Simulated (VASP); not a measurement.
# C in VASP: single point with PBE

Aim: the single point of C with PBE.

Everything below comes from runs of VASP 6.6.1. Logs are shortened: lines on timing, memory, paths and dates and some standing lists are left out, and cuts for length are marked.

### 1 The cell of the first run

The cell holds a slab with vacuum, 6 atoms: a = 2.526 Å, b = 3.572 Å, c = 18.526 Å, α = 90.00°, β = 90.00°, γ = 90.00°.

### 2 Single point, PBE

The input, POSCAR:

```
C
1.0
    2.5255274271      0.0000000000      0.0000000000
    0.0000000000      3.5716351395      0.0000000000
    0.0000000000      0.0000000000     18.5255000000
C
6
Direct
    0.7500000000      0.1250000000      0.4318364571
    0.2500000000      0.8750000000      0.4318364571
    0.2500000000      0.6250000000      0.5000000000
    0.7500000000      0.3750000000      0.5000000000
    0.7500000000      0.1250000000      0.5681635429
    0.2500000000      0.8750000000      0.5681635429
```

The input, INCAR.step1:

```
ALGO = Normal ; DIPOL = 0.5 0.5 0.500
EDIFF = 1E-6 ; ENCUT = 520
GGA = PE ; IDIPOL = 3
ISIF = 2 ; ISMEAR = -1
LASPH = T ; LCHARG = T
LDIPOL = T ; LREAL = F
LWAVE = F ; NBANDS = 21
NELM = 60 ; PREC = Accurate
SIGMA = 0.02
```

The input, KPOINTS.step1:

```
k-points
0
Gamma
  12 8 1
```

The input, INCAR.step2:

```
ALGO = Normal ; DIPOL = 0.5 0.5 0.500
EDIFF = 1E-6 ; ENCUT = 520
GGA = PE ; ICHARG = 11
IDIPOL = 3 ; ISIF = 2
ISMEAR = -5 ; LASPH = T
LCHARG = F ; LDIPOL = T
LORBIT = 11 ; LREAL = F
LWAVE = F ; NBANDS = 21
NEDOS = 2001 ; NELM = 60
PREC = Accurate ; SIGMA = 0.02
```

The input, KPOINTS.step2:

```
k-points
0
Gamma
  18 12 1
```

Potentials or basis: VASP PAW PBE potentials, release 64 (C).

Command:

```console
$ cat potpaw_PBE.64/C/POTCAR > POTCAR
$ cp INCAR.step1 INCAR
$ cp KPOINTS.step1 KPOINTS
$ mpirun -np 1 vasp_std > vasp.out
$ cp INCAR.step2 INCAR
$ cp KPOINTS.step2 KPOINTS
$ mpirun -np 1 vasp_std > vasp.out
```

OUTCAR:

```text
EDIFF = 1E-6
   ENCUT = 520
   GGA = PE
   ICHARG = 11
   ISIF = 2
   ISMEAR = -5
   LASPH = T
   LORBIT = 11
   LREAL = F
   NELM = 60
   PREC = Accurate

 ion  position               nearest neighbor table
   1  0.750  0.125  0.432-   2 1.55   2 1.55   4 1.55
   2  0.250  0.875  0.432-   1 1.55   1 1.55   3 1.55
   3  0.250  0.625  0.500-   4 1.55   4 1.55   6 1.55   2 1.55
   4  0.750  0.375  0.500-   3 1.55   3 1.55   5 1.55   1 1.55
   5  0.750  0.125  0.568-   6 1.55   6 1.55   4 1.55
   6  0.250  0.875  0.568-   5 1.55   5 1.55   3 1.55

  LATTYP: Found a simple orthorhombic cell.
 ALAT       =     2.5255274271
 B/A-ratio  =     1.4142135624
 C/A-ratio  =     7.3352994710

  Lattice vectors:

 A1 = (   2.5255274271,   0.0000000000,   0.0000000000)
 A2 = (   0.0000000000,   3.5716351395,   0.0000000000)
 A3 = (   0.0000000000,   0.0000000000,  18.5255000000)

Analysis of symmetry for initial positions (statically):
=====================================================================
 Subroutine PRICEL returns:
 Original cell was already a primitive cell.

 Routine SETGRP: Setting up the symmetry group for a
 simple orthorhombic supercell.

 Subroutine GETGRP returns: Found  8 space group operations
 (whereof  4 operations were pure point group operations)
 out of a pool of  8 trial point group operations.

The static configuration has the point symmetry C_2h.
 The point group associated with its full space group is D_2h.

Analysis of symmetry for dynamics (positions and initial velocities):
=====================================================================
 Subroutine PRICEL returns:
 Original cell was already a primitive cell.

 Routine SETGRP: Setting up the symmetry group for a
 simple orthorhombic supercell.

 Subroutine GETGRP returns: Found  8 space group operations
 (whereof  4 operations were pure point group operations)
 out of a pool of  8 trial point group operations.

The dynamic configuration has the point symmetry C_2h.
 The point group associated with its full space group is D_2h.

 Subroutine INISYM returns: Found  8 space group operations
 (whereof  4 operations are pure point group operations),
 and found     1 'primitive' translations

----------------------------------------------------------------------------------------

                                     Primitive cell

  volume of cell :     167.1049

  direct lattice vectors                    reciprocal lattice vectors
     2.525527427  0.000000000  0.000000000     0.395956896  0.000000000  0.000000000
     0.000000000  3.571635140  0.000000000     0.000000000  0.279983806  0.000000000
     0.000000000  0.000000000 18.525500000     0.000000000  0.000000000  0.053979650

  length of vectors
     2.525527427  3.571635140 18.525500000     0.395956896  0.279983806  0.053979650

  position of ions in fractional coordinates (direct lattice)
     0.750000000  0.125000000  0.431836457
     0.250000000  0.875000000  0.431836457
     0.250000000  0.625000000  0.500000000
     0.750000000  0.375000000  0.500000000
     0.750000000  0.125000000  0.568163543
     0.250000000  0.875000000  0.568163543

  ion indices of the primitive-cell ions
   primitive index   ion index
                 1           1
                 2           2
                 3           3
                 4           4
                 5           5
                 6           6

----------------------------------------------------------------------------------------

 KPOINTS: k-points

Automatic generation of k-mesh.
 Grid dimensions read from file:
 generate k-points for:   18   12    1

 Generating k-lattice:

  Cartesian coordinates                     Fractional coordinates (reciprocal lattice)
     0.021997605  0.000000000  0.000000000     0.055555556  0.000000000  0.000000000
     0.000000000  0.023331984  0.000000000     0.000000000  0.083333333  0.000000000
     0.000000000  0.000000000  0.053979650     0.000000000  0.000000000  1.000000000

  Length of vectors
     0.021997605  0.023331984  0.053979650

  Shift w.r.t. Gamma in fractional coordinates (k-lattice)
     0.000000000  0.000000000  0.000000000

 TETIRR: Found    648 inequivalent tetrahedra from     1296

 Subroutine IBZKPT returns following result:
 ===========================================

 Found     70 irreducible k-points:

 Following reciprocal coordinates:
            Coordinates               Weight
  0.000000  0.000000  0.000000      1.000000
  0.055556  0.000000  0.000000      2.000000
  0.111111  0.000000  0.000000      2.000000
  0.166667  0.000000  0.000000      2.000000
  0.222222  0.000000  0.000000      2.000000
  0.277778  0.000000  0.000000      2.000000
[... 16 lines left out ...]
  0.111111  0.166667  0.000000      4.000000
  0.166667  0.166667  0.000000      4.000000
 [... further k-points ...]
   k-points           NKPTS =     70   k-points in BZ     NKDIM =     70   number of bands    NBANDS=     21
   number of dos      NEDOS =   2001   number of ions     NIONS =      6
   total plane-waves  NPLWV =  78400
   dimension x,y,z NGX =    20 NGY =   28 NGZ =  140
   dimension x,y,z NGXF=    40 NGYF=   56 NGZF=  280
   ions per type =               6
   NGX,Y,Z   is equivalent  to a cutoff of  13.17, 13.03, 12.56 a.u.
   NGXF,Y,Z  is equivalent  to a cutoff of  26.33, 26.07, 25.13 a.u.
 SYSTEM =  unknown system
   PREC   = accura    normal or accurate (medium, high low for compatibility)
   ISTART =      0    job   : 0-new  1-cont  2-samecut
   ICHARG =     11    charge: 1-file 2-atom 10-const
   ISPIN  =      1    spin polarized calculation?
   LNONCOLLINEAR =      F non collinear calculations
   LSORBIT =      F    spin-orbit coupling
   LASPH  =      T    aspherical Exc in radial PAW
   ENCUT  =  520.0 eV  38.22 Ry    6.18 a.u.   4.70  6.64 34.45*2*pi/ulx,y,z
   NELM   =     60;   NELMIN=  2; NELMDL=  0     # of ELM steps
   EDIFF  = 0.1E-05   stopping-criterion for ELM
   LREAL  =      F    real-space projection
   EDIFFG = 0.1E-04   stopping-criterion for IOM
   NSW    =      0    number of steps for IOM
   IBRION =     -1    ionic relax: 0-MD 1-quasi-New 2-CG
   NFREE  =      0    steps in history (QN), initial steepest desc. (CG)
   ISIF   =      2    stress and relaxation
   ISYM   =      2    0-nonsym 1-usesym 2-fastsym
   POTIM  = 0.5000    time-step for ionic-motion
   TEBEG  =    0.0;   TEEND  =   0.0 temperature during run
   PSTRESS=    0.0 pullay stress
   NELECT =      24.0000    total number of electrons
   NUPDOWN=      -1.0000    fix difference up-down
   EMIN   =  10.00;   EMAX   =-10.00  energy-range for DOS
   EFERMI =   0.00;   METHOD = LEGACY
   ISMEAR =    -5;   SIGMA  =   0.02  broadening in eV -4-tet -1-fermi 0-gaus
   EFERMI_NEDOS =   21; number of points for ismear=-14 and -15
   IALGO  =     38    algorithm
   IMIX   =      4    mixing-type and parameters
     AMIX     =   0.40;   BMIX     =  1.00
     AMIX_MAG =   1.60;   BMIX_MAG =  1.00
  volume/ion in A,a.u.               =      27.85       187.95
  Fermi-wavevector in a.u.,A,eV,Ry     =   0.857332  1.620122 10.000522  0.735018
  Thomas-Fermi vector in A             =   1.974369
   LORBIT       =     11    0 simple, 1 ext, 2 COOP (PROOUT), +10 PAW based schemes
   GGA     = PE    functional components
   LHFCALC =     F    Hartree Fock is set to
   AEXX    =    0.0000 exact exchange contribution
   IVDW    =     0    specifies the selected vdW correction
   LEPSILON=     F    determine dielectric tensor
   LRPA    =     F    only Hartree local field effects (RPA)
 non-spin polarized calculation
 Fermi weights with tetrahedron method with Bloechl corrections
  energy-cutoff  :      520.00
  volume of cell :      167.10
 maximum number of plane-waves:      4532
 NGX is ok and might be reduce to    20

 number of electron      24.0000000 magnetization

 dipolmoment           0.000000      0.000000      0.000000 electrons x Angstroem

 Free energy of the ion-electron system (eV)
  ---------------------------------------------------
  ext. energy  EPLUGINS =         0.00000000
  ---------------------------------------------------
  free energy    TOTEN  =       -47.62020881 eV

  energy without entropy =      -47.62020881  energy(sigma->0) =      -47.62020881

 E-fermi :  -2.8867     XC(G=0):  -3.8017

 val. band max:       -2.8638600958   @ k =   0.3889   0.4167   0.0000
 cond. band min:      -2.9283869630   @ k =   0.0000   0.5000   0.0000
 fundamental gap:     -0.0645268672
 Fermi energy:        -2.8867183340

 k-point     1 :       0.0000    0.0000    0.0000
  band No.  band energies     occupation
      1     -22.6019      2.00000
      2     -18.5267      2.00000
      3     -15.3816      2.00000
      4     -13.9667      2.00000
      5      -9.7069      2.00000
      6      -9.5338      2.00000
[... 13 lines left out ...]
     20       4.9064      0.00000
     21       5.5854      0.00000

 k-point     2 :       0.0556    0.0000    0.0000
  band No.  band energies     occupation
      1     -22.5459      2.00000
      2     -18.4730      2.00000
      3     -15.3321      2.00000
      4     -13.9493      2.00000
      5      -9.6669      2.00000
      6      -9.4895      2.00000
[... 13 lines left out ...]
     20       4.9772      0.00000
     21       5.6770      0.00000
[... 487 lines left out ...]
      5     -11.2353      2.00000
      6      -9.1491      2.00000
[... 13 lines left out ...]
     20       5.5367      0.00000
     21       6.2818      0.00000

 k-point    24 :       0.1667    0.1667    0.0000
  band No.  band energies     occupation
      1     -21.8543      2.00000
      2     -17.8866      2.00000
      3     -16.4658      2.00000
      4     -12.6994      2.00000
      5     -11.0576      2.00000
      6      -9.7849      2.00000
[... 13 lines left out ...]
     20       5.8825      0.00000
     21       6.0902      0.00000

 [... further k-points ...]

------------------------ aborting loop because EDIFF is reached ----------------------------------------

 vacuum level on the upper side and lower side of the slab       (xc-potential included)        -0.094        -0.094

  FORCE on cell =-STRESS in cart. coord.  units (eV):
  Direction    XX          YY          ZZ          XY          YZ          ZX
  --------------------------------------------------------------------------------------
  -------------------------------------------------------------------------------------
  Total       -4.6430425     -6.5599130     -4.7596534      0.0000000      0.0000000      0.0000000
  in kB      -44.5168192    -62.8954961    -45.6348675      0.0000000      0.0000000      0.0000000
  external PRESSURE =     -51.0157276 kB  Pullay stress =       0.0000000 kB

 VOLUME and BASIS-vectors are now :
 -----------------------------------------------------------------------------
  energy-cutoff  :      520.00
  volume of cell :      167.10
      direct lattice vectors                 reciprocal lattice vectors
     2.525527427  0.000000000  0.000000000     0.395956896  0.000000000  0.000000000
     0.000000000  3.571635140  0.000000000     0.000000000  0.279983806  0.000000000
     0.000000000  0.000000000 18.525500000     0.000000000  0.000000000  0.053979650

 POSITION                                       TOTAL-FORCE (eV/Angst)
 -----------------------------------------------------------------------------------
      1.89415      0.44645      7.99999         0.000000     -4.466723      0.906809
      0.63138      3.12518      7.99999        -0.000000      4.466723      0.906809
      0.63138      2.23227      9.26275        -0.000000     -1.289272      0.000000
      1.89415      1.33936      9.26275        -0.000000      1.289272      0.000000
      1.89415      0.44645     10.52551         0.000000     -4.466723     -0.906809
      0.63138      3.12518     10.52551        -0.000000      4.466723     -0.906809
 -----------------------------------------------------------------------------------
    total drift:                                0.000000      0.000000      0.000000

  FREE ENERGIE OF THE ION-ELECTRON SYSTEM (eV)
  ---------------------------------------------------
  free  energy   TOTEN  =       -47.6202088062 eV

  energy  without entropy=      -47.6202088062  energy(sigma->0) =      -47.62020881

 vacuum level on the upper side and lower side of the slab         3.074         3.074

 total charge

# of ion       s       p       d       tot
------------------------------------------
    1        0.855   1.552   0.000   2.406
    2        0.855   1.552   0.000   2.406
    3        0.845   1.664   0.000   2.509
    4        0.845   1.664   0.000   2.509
    5        0.855   1.552   0.000   2.406
    6        0.855   1.552   0.000   2.406
--------------------------------------------------
tot          5.110   9.534   0.000  14.644
```

It took 16 min on 1 thread of Intel Xeon 8259CL, shared host; peak memory 0.35 GiB.

Results:

| Item | Value |
| --- | --- |
| Valence electrons inside the program's atomic spheres | C 2.41, 2.51 (each value once) |

Levels at points of the mesh, in eV from the Fermi level:
| k point | band 8 | band 9 | band 10 | band 11 | band 12 | band 13 | band 14 | band 15 | band 16 | band 17 |
| --- | --- | --- | --- | --- | --- | --- | --- | --- | --- | --- |
| (0.00, 0.00, 0.00) | -5.02 | -2.30 | -2.22 | -0.44 | 0.26 | 0.47 | 3.59 | 5.42 | 5.75 | 6.23 |
| (0.50, 0.00, 0.00) | -6.66 | -5.00 | -5.00 | -1.22 | -1.22 | 0.90 | 0.90 | 6.63 | 6.63 | 8.90 |
| (0.00, 0.50, 0.00) | -3.48 | -2.92 | -2.14 | -1.23 | -0.04 | 0.56 | 1.10 | 6.62 | 7.94 | 8.52 |
| (0.50, 0.50, 0.00) | -6.44 | -4.83 | -4.83 | -0.41 | -0.41 | 0.91 | 0.91 | 9.70 | 9.70 | 9.80 |

Caveat: tetrahedron occupations give inexact forces and stress in metals.
